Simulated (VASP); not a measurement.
Write the native input for VASP 6.6.1 that does the following.

```
Task                               : single point
Functional                         : HSE06
Potentials or basis                : VASP PAW PBE potentials, release 64 (Mg, O)
Cutoff                             : 520 eV
k mesh                             : 6 × 6 × 6
Occupations                        : gaussian, width 0.01 eV
Spin                               : no spin polarisation
Dipole correction                  : no
Grid for exact exchange (PRECFOCK) : Normal
Further INCAR settings             : ALGO = Normal; EDIFF = 1e-07; NBANDS = 11
Screening parameter                : 0.2079 1/Å
```

Crystal: MgO.

```xyz
2
Lattice="2.5919 0.0000 0.0000 0.0000 2.5919 0.0000 0.0000 0.0000 2.6164" Properties=species:S:1:pos:R:3 pbc="T T T"
Mg    0.0000    0.0000    0.0000
O     1.2959    1.2959    1.3082
```

This cell differs from its parent crystal: epitaxial xy strain -1.2%.

One way to write it, as run:

POSCAR

```
MgO
1.0
    2.5918689390      0.0000000000      0.0000000000
    0.0000000000      2.5918689390      0.0000000000
    0.0000000000      0.0000000000      2.6163929594
Mg O
1 1
Direct
    0.0000000000      0.0000000000      0.0000000000
    0.5000000000      0.5000000000      0.5000000000
```

INCAR.step1

```
PREC = Accurate
ENCUT = 520
EDIFF = 1E-5
ISMEAR = 0
SIGMA = 0.01
LREAL = F
LASPH = T
NELM = 100
ALGO = Normal
ISIF = 2
LWAVE = T
GGA = PE
NBANDS = 11
```

INCAR.step2

```
PREC = Accurate
ENCUT = 520
EDIFF = 1E-7
ISMEAR = 0
SIGMA = 0.01
LREAL = F
LASPH = T
NELM = 100
ALGO = Normal
ISIF = 2
LWAVE = F
LCHARG = T
GGA = PE
LHFCALC = T
HFSCREEN = 0.2079
PRECFOCK = Normal
LELF = T
LVHAR = T
ISTART = 1
NBANDS = 11
```

KPOINTS

```
Automatic mesh
0
Gamma
  6 6 6
```

Potentials or basis: VASP PAW PBE potentials, release 64 (Mg, O).

Launch:

```console
$ cat potpaw_PBE.64/Mg/POTCAR potpaw_PBE.64/O/POTCAR > POTCAR
$ cp INCAR.step1 INCAR
$ mpirun -np 1 vasp_std > vasp.out
$ cp INCAR.step2 INCAR
$ mpirun -np 1 vasp_std > vasp.out
```

It gave:

- Pressure: 3.3 GPa
- Band gap on the k mesh: 4.38 eV, indirect (least direct gap 5.50 eV)

Caveat: the cell differs from its parent crystal (epitaxial xy strain -1.2%); the PAW data sets were made with another functional, which shifts forces and pressure a little.

Wall time 13 min on 1 thread of Intel(R) Xeon(R) Platinum 8488C (Sapphire Rapids), with other jobs on the host, peak memory 0.24 GiB.
